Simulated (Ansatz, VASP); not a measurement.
**Al: VASP beside Ansatz**

```
Al
1.0
    -1.61849    1.59439    1.60644
     1.61849   -1.59439    1.60644
     1.61849    1.59439   -1.60644
Al
1
Cartesian
  0.0000 0.0000 0.0000
```

Change from the starting cell: strain +0.0075 x Voigt [1, -1, 0, 0, 0, 0], atoms carried along.

Alike in both runs: task single point; functional PBEsol; k mesh 26 × 26 × 26; occupations gaussian, width 0.15 eV; no spin polarisation.

|  | VASP | Ansatz |
| --- | --- | --- |
| version | VASP 6.6.1 | Ansatz 0.2.0 |
| potentials or method | VASP PAW PBE potentials, release 64 (Al), cutoff 520 eV | scalar-relativistic, plane waves, PAW |
| valence electrons in the cell | 3 | 3 |

|  | VASP | Ansatz | Ansatz less VASP |
| --- | --- | --- | --- |
| gap on the k mesh at the Fermi level (eV) | none | none | - |
| pressure (GPa) | 0.0 | -0.1 | -0.06 |
| traceless stress, the component that is largest in VASP (GPa) | -0.23 | -0.23 | 0.000 |

VASP's potentials were made for PBE, not for PBEsol. A gap of «none» marks a metal or a gap that the smearing closes.
